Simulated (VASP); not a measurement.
# Be in VASP: single point with PBE

Aim: the single point of Be with PBE.

Program: VASP 6.6.1. These are calculated values, not measurements. Logs are shortened: lines on timing, memory, paths and dates and some standing lists are left out, and cuts for length are marked.

## Step 1: The cell of the first run

The typed cell holds 12 atoms: a = 4.104 Å, b = 4.104 Å, c = 7.119 Å, α = 73.24°, β = 73.24°, γ = 60.00°.

This isn't the form of Be at room conditions, which is hcp.

## Step 2: Single point, PBE

Contents of INCAR:

```
SYSTEM = Be
PREC = Accurate
ENCUT = 520
EDIFF = 1E-6
ISMEAR = 0
SIGMA = 0.2
LREAL = .False.
LASPH = .True.
NELM = 100
ALGO = Fast
ISIF = 2
LWAVE = .False.
LCHARG = .False.
GGA = PE
NBANDS = 24
```

Contents of KPOINTS:

```
regular mesh
0
Gamma
  6 6 6
  0 0 0
```

Contents of POSCAR:

```
Be
1.0
    0.0002433627     -2.9019962467     -2.9023082279
   -2.9014950437      0.0000544825     -2.9021209352
    2.9083535546      2.9083644474     -5.8111966435
Be
12
Direct
    0.2494312881      0.2494259947      0.2514331405
    0.7493920363      0.7495280501      0.7514140378
    0.8755145514      0.8755771221      0.3735541446
    0.3754062860      0.3755087968      0.8736448168
    0.8125472497      0.8124612156      0.0624927889
    0.3125175774      0.3124923661      0.5625464348
    0.5625833342      0.5624249975      0.3124988421
    0.0625227917      0.0624234654      0.8124946887
    0.8125649933      0.3125216051      0.0624467464
    0.3124891925      0.8125629401      0.5624674254
    0.3125459058      0.8125032228      0.0624732597
    0.8124847935      0.3125702237      0.5625336745
```

Potentials or basis: VASP PAW PBE potentials, release 64 (Be).

Started as:

```sh
> cat potpaw_PBE.64/Be/POTCAR > POTCAR
> mpirun -np 1 vasp_std > vasp.out
```

OUTCAR:

```text
SYSTEM = Be
   PREC = Accurate
   ENCUT = 520
   EDIFF = 1E-6
   ISMEAR = 0
   LREAL = .False.
   LASPH = .True.
   NELM = 100
   ISIF = 2
   GGA = PE

 ion  position               nearest neighbor table
   1  0.249  0.249  0.251-
   2  0.749  0.750  0.751-
   3  0.876  0.876  0.374-
   4  0.375  0.376  0.874-
   5  0.813  0.812  0.062-   9 2.05   9 2.05  11 2.05  11 2.05   8 2.05   7 2.05
   6  0.313  0.312  0.563-  10 2.05  10 2.05  12 2.05  12 2.05   8 2.05   7 2.05
   7  0.563  0.562  0.312-   5 2.05   6 2.05  12 2.05  10 2.05   9 2.05  11 2.05
   8  0.063  0.062  0.812-   5 2.05   6 2.05  12 2.05  10 2.05   9 2.05  11 2.05
   9  0.813  0.313  0.062-   5 2.05  11 2.05  11 2.05   5 2.05   8 2.05   7 2.05
  10  0.312  0.813  0.562-   6 2.05  12 2.05   6 2.05  12 2.05   8 2.05   7 2.05
  11  0.313  0.813  0.062-   9 2.05   9 2.05   5 2.05   5 2.05   8 2.05   7 2.05
  12  0.812  0.313  0.563-  10 2.05  10 2.05   6 2.05   6 2.05   8 2.05   7 2.05

  LATTYP: Found a triclinic cell.
 ALAT       =     7.1084404217
 B/A-ratio  =     0.5773788375
 C/A-ratio  =     1.1560328674
 COS(alpha) =     0.0001049252
 COS(beta)  =     0.2884383898
 COS(gamma) =     0.8660510354

  Lattice vectors:

 A1 = (   2.9012516810,   2.9019417642,   5.8044291631)
 A2 = (  -0.0002433627,   2.9019962467,   2.9023082279)
 A3 = (  -0.0066151482,  -5.8104151766,   5.8110093508)

Analysis of symmetry for initial positions (statically):
=====================================================================
 Subroutine PRICEL returns:
 Original cell was already a primitive cell.

 Routine SETGRP: Setting up the symmetry group for a
 triclinic supercell.

 Subroutine GETGRP returns: Found  1 space group operations
 (whereof  1 operations were pure point group operations)
 out of a pool of  2 trial point group operations.

The static configuration has the point symmetry C_1 .

Analysis of symmetry for dynamics (positions and initial velocities):
=====================================================================
 Subroutine PRICEL returns:
 Original cell was already a primitive cell.

 Routine SETGRP: Setting up the symmetry group for a
 triclinic supercell.

 Subroutine GETGRP returns: Found  1 space group operations
 (whereof  1 operations were pure point group operations)
 out of a pool of  2 trial point group operations.

The dynamic configuration has the point symmetry C_1 .

 Subroutine INISYM returns: Found  1 space group operations
 (whereof  1 operations are pure point group operations),
 and found     1 'primitive' translations

----------------------------------------------------------------------------------------

                                     Primitive cell

  volume of cell :      97.9190

  direct lattice vectors                    reciprocal lattice vectors
     0.000243363 -2.901996247 -2.902308228     0.086194840 -0.258392789 -0.086181102
    -2.901495044  0.000054482 -2.902120935    -0.258428419  0.086188871 -0.086201276
     2.908353555  2.908364447 -5.811196643     0.086010948  0.086007241 -0.085990783

  length of vectors
     4.104263067  4.103776238  7.119488085     0.285698383  0.285734893  0.148961550

  position of ions in fractional coordinates (direct lattice)
     0.249431288  0.249425995  0.251433140
     0.749392036  0.749528050  0.751414038
     0.875514551  0.875577122  0.373554145
     0.375406286  0.375508797  0.873644817
     0.812547250  0.812461216  0.062492789
     0.312517577  0.312492366  0.562546435
     0.562583334  0.562424998  0.312498842
     0.062522792  0.062423465  0.812494689
     0.812564993  0.312521605  0.062446746
     0.312489193  0.812562940  0.562467425
     0.312545906  0.812503223  0.062473260
     0.812484793  0.312570224  0.562533675

  ion indices of the primitive-cell ions
   primitive index   ion index
                 1           1
                 2           2
                 3           3
                 4           4
                 5           5
                 6           6
                 7           7
                 8           8
                 9           9
                10          10
                11          11
                12          12

----------------------------------------------------------------------------------------

 KPOINTS: regular mesh

Automatic generation of k-mesh.
 Grid dimensions read from file:
 generate k-points for:    6    6    6

 Generating k-lattice:

  Cartesian coordinates                     Fractional coordinates (reciprocal lattice)
     0.014365807 -0.043065465 -0.014363517     0.166666667 -0.000000000  0.000000000
    -0.043071403  0.014364812 -0.014366879    -0.000000000  0.166666667  0.000000000
     0.014335158  0.014334540 -0.014331797     0.000000000  0.000000000  0.166666667

  Length of vectors
     0.047616397  0.047622482  0.024826925

  Shift w.r.t. Gamma in fractional coordinates (k-lattice)
     0.000000000  0.000000000  0.000000000

 Subroutine IBZKPT returns following result:
 ===========================================

 Found    112 irreducible k-points:

 Following reciprocal coordinates:
            Coordinates               Weight
  0.000000  0.000000  0.000000      1.000000
  0.166667 -0.000000 -0.000000      2.000000
  0.333333 -0.000000 -0.000000      2.000000
  0.500000 -0.000000  0.000000      1.000000
  0.000000  0.166667 -0.000000      2.000000
  0.166667  0.166667  0.000000      2.000000
[... 16 lines left out ...]
  0.333333 -0.000000  0.166667      2.000000
  0.500000 -0.000000  0.166667      2.000000
 [... further k-points ...]
   k-points           NKPTS =    112   k-points in BZ     NKDIM =    112   number of bands    NBANDS=     24
   number of dos      NEDOS =    301   number of ions     NIONS =     12
   total plane-waves  NPLWV =  55296
   dimension x,y,z NGX =    32 NGY =   32 NGZ =   54
   dimension x,y,z NGXF=    64 NGYF=   64 NGZF=  108
   ions per type =              12
   NGX,Y,Z   is equivalent  to a cutoff of  12.96, 12.96, 12.61 a.u.
   NGXF,Y,Z  is equivalent  to a cutoff of  25.92, 25.93, 25.22 a.u.
 SYSTEM =  Be
   PREC   = accura    normal or accurate (medium, high low for compatibility)
   ISTART =      0    job   : 0-new  1-cont  2-samecut
   ICHARG =      2    charge: 1-file 2-atom 10-const
   ISPIN  =      1    spin polarized calculation?
   LNONCOLLINEAR =      F non collinear calculations
   LSORBIT =      F    spin-orbit coupling
   LASPH  =      T    aspherical Exc in radial PAW
   ENCUT  =  520.0 eV  38.22 Ry    6.18 a.u.   7.63  7.63 13.24*2*pi/ulx,y,z
   NELM   =    100;   NELMIN=  2; NELMDL= -5     # of ELM steps
   EDIFF  = 0.1E-05   stopping-criterion for ELM
   LREAL  =      F    real-space projection
   EDIFFG = 0.1E-04   stopping-criterion for IOM
   NSW    =      0    number of steps for IOM
   IBRION =     -1    ionic relax: 0-MD 1-quasi-New 2-CG
   NFREE  =      0    steps in history (QN), initial steepest desc. (CG)
   ISIF   =      2    stress and relaxation
   ISYM   =      2    0-nonsym 1-usesym 2-fastsym
   POTIM  = 0.5000    time-step for ionic-motion
   TEBEG  =    0.0;   TEEND  =   0.0 temperature during run
   PSTRESS=    0.0 pullay stress
   NELECT =      24.0000    total number of electrons
   NUPDOWN=      -1.0000    fix difference up-down
   EMIN   =  10.00;   EMAX   =-10.00  energy-range for DOS
   EFERMI =   0.00;   METHOD = LEGACY
   ISMEAR =     0;   SIGMA  =   0.20  broadening in eV -4-tet -1-fermi 0-gaus
   EFERMI_NEDOS =   21; number of points for ismear=-14 and -15
   IALGO  =     68    algorithm
   IMIX   =      4    mixing-type and parameters
     AMIX     =   0.40;   BMIX     =  1.00
     AMIX_MAG =   1.60;   BMIX_MAG =  1.00
  volume/ion in A,a.u.               =       8.16        55.07
  Fermi-wavevector in a.u.,A,eV,Ry     =   1.024526  1.936073 14.281403  1.049654
  Thomas-Fermi vector in A             =   2.158318
   LORBIT       =      0    0 simple, 1 ext, 2 COOP (PROOUT), +10 PAW based schemes
   GGA     = PE    functional components
   LHFCALC =     F    Hartree Fock is set to
   AEXX    =    0.0000 exact exchange contribution
   IVDW    =     0    specifies the selected vdW correction
   LEPSILON=     F    determine dielectric tensor
   LRPA    =     F    only Hartree local field effects (RPA)
 non-spin polarized calculation
 RMM-DIIS sequential band-by-band and
 Gauss-broadening in eV      SIGMA  =   0.20
  energy-cutoff  :      520.00
  volume of cell :       97.92
 maximum number of plane-waves:      2677
 NGX is ok and might be reduce to    32
   NGX = 15   NGY = 15   NGZ = 27

 number of electron      24.0000000 magnetization

 Free energy of the ion-electron system (eV)
  ---------------------------------------------------
  ext. energy  EPLUGINS =         0.00000000
  ---------------------------------------------------
  free energy    TOTEN  =       -44.45220760 eV

  energy without entropy =      -44.42897895  energy(sigma->0) =      -44.44059328

 E-fermi :   6.6324     XC(G=0): -10.4781

 val. band max:        6.6044796734   @ k =   0.3333  -0.0000   0.5000
 cond. band min:       6.6350563953   @ k =   0.0000  -0.0000   0.3333
 fundamental gap:      0.0305767219
 Fermi energy:         6.6323940779

 k-point     1 :       0.0000    0.0000    0.0000
  band No.  band energies     occupation
      1      -4.4014      2.00000
      2      -1.9886      2.00000
      3      -1.8979      2.00000
      4       2.6589      2.00000
      5       2.9335      2.00000
      6       3.7303      2.00000
[... 16 lines left out ...]
     23      12.4336      0.00000
     24      12.4763      0.00000
[... 598 lines left out ...]
      2      -1.9335      2.00000
      3      -1.1166      2.00000
      4       0.0999      2.00000
      5       0.3660      2.00000
      6       1.9462      2.00000
[... 16 lines left out ...]
     23      14.7282      0.00000
     24      14.7741      0.00000

 [... further k-points ...]

------------------------ aborting loop because EDIFF is reached ----------------------------------------

  FORCE on cell =-STRESS in cart. coord.  units (eV):
  Direction    XX          YY          ZZ          XY          YZ          ZX
  --------------------------------------------------------------------------------------
  -------------------------------------------------------------------------------------
  Total        0.0845933      0.0686257      0.0518764      0.0101858     -0.0104228      0.0003771
  in kB        1.3841390      1.1228726      0.8488154      0.1666627     -0.1705402      0.0061709
  external PRESSURE =       1.1186090 kB  Pullay stress =       0.0000000 kB

 VOLUME and BASIS-vectors are now :
 -----------------------------------------------------------------------------
  energy-cutoff  :      520.00
  volume of cell :       97.92
      direct lattice vectors                 reciprocal lattice vectors
     0.000243363 -2.901996247 -2.902308228     0.086194840 -0.258392789 -0.086181102
    -2.901495044  0.000054482 -2.902120935    -0.258428419  0.086188871 -0.086201276
     2.908353555  2.908364447 -5.811196643     0.086010948  0.086007241 -0.085990783

 POSITION                                       TOTAL-FORCE (eV/Angst)
 -----------------------------------------------------------------------------------
      0.00761      0.00742     -2.90892        -0.005414     -0.005494      0.001977
      0.01081      0.01069     -8.71680        -0.003938     -0.005433      0.002176
     -1.45384     -1.45426     -7.25284         0.005634      0.004259     -0.003276
      1.45142      1.45147     -7.25624         0.003603      0.001612     -0.002941
     -2.17540     -2.17621     -5.07928        -0.000659      0.000838     -0.001157
      0.72946      0.72918     -5.08298        -0.001633     -0.000463      0.000702
     -0.72288     -0.72372     -5.08101        -0.000666      0.001392      0.000734
      2.18192      2.18159     -5.08419        -0.000631      0.000372     -0.000626
     -0.72496     -2.17643     -3.62818         0.001903      0.001936      0.000381
     -0.72172      0.72906     -6.53370         0.000843      0.000048      0.000872
     -2.17570     -0.72527     -3.62813         0.001065      0.001288     -0.000380
      0.72932     -0.72176     -6.53419        -0.000106     -0.000354      0.001538
 -----------------------------------------------------------------------------------
    total drift:                                0.000005     -0.000002     -0.000000

  FREE ENERGIE OF THE ION-ELECTRON SYSTEM (eV)
  ---------------------------------------------------
  free  energy   TOTEN  =       -44.4522076011 eV

  energy  without entropy=      -44.4289789545  energy(sigma->0) =      -44.44059328
```

Wall time 6.2 min (1 thread of Oxide Virtual Turin-like, shared host); peak memory 0.29 GiB.

What came out:

| Quantity | Value |
| --- | --- |
| Free energy | -44.4522 eV |
| Pressure | 0.1 GPa |
| Largest force | 0.008 eV/Å |
| Band gap on the k mesh | zero (bands 12 and 13 overlap by 1.25 eV) |

Forces in eV/Å, atoms in the order of the input:
```
Be  -0.005 -0.005  0.002
Be  -0.004 -0.005  0.002
Be   0.006  0.004 -0.003
Be   0.004  0.002 -0.003
Be  -0.001  0.001 -0.001
Be  -0.002  0.000  0.001
Be  -0.001  0.001  0.001
Be  -0.001  0.000 -0.001
Be   0.002  0.002  0.000
Be   0.001  0.000  0.001
Be   0.001  0.001  0.000
Be   0.000  0.000  0.002
```

The gap in the log of VASP goes by the Fermi energy; the results here count the filled bands.